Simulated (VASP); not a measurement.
TiC, 2 atoms in the cell. The structure is orthorhombic, space group Immm (No. 71). Conventional cell: a = 2.917 Å, b = 3.204 Å, c = 4.328 Å, α = 90.00°, β = 90.00°, γ = 90.00°. Within 3.3 Å of Ti (site symmetry mmm) lie 6 C at 2.16 to 2.17 Å and 12 Ti at 2.92 to 3.20 Å. Within 3.3 Å of C (site symmetry mmm) lie 6 Ti at 2.16 to 2.17 Å and 12 C at 2.92 to 3.20 Å.  This cell differs from its parent crystal: strain +0.0937 x Voigt [0, 0, 0, 0, 0, 1].

| Property | Result |
| --- | --- |
| Program | VASP 6.6.1 |
| Task | single point |
| Functional | r2SCAN |
| Potentials or basis | VASP PAW PBE potentials, release 64 (Ti_sv, C) |
| Cutoff | 520 eV |
| k mesh | 18 × 18 × 18 |
| Occupations | gaussian, width 0.15 eV |
| Spin | no spin polarisation |
| Dipole correction | no |
| Further INCAR settings | ALGO = Normal; EDIFF = 1e-06; NBANDS = 15 |

Potentials or basis: VASP PAW PBE potentials, release 64 (Ti_sv, C).

The run is started by

```sh
$ cat potpaw_PBE.64/Ti_sv/POTCAR potpaw_PBE.64/C/POTCAR > POTCAR
$ cp INCAR.step1 INCAR
$ mpirun -np 1 vasp_std > vasp.out
$ cp INCAR.step2 INCAR
$ mpirun -np 1 vasp_std > vasp.out
```

Hardware: 1 thread of Oxide Virtual Turin-like Processor, on a shared host.

How long does it take, and how much memory?

It took 19 min on 1 thread of Oxide Virtual Turin-like Processor, with other jobs on the host, peak memory 0.34 GiB. Counts: k points 865.
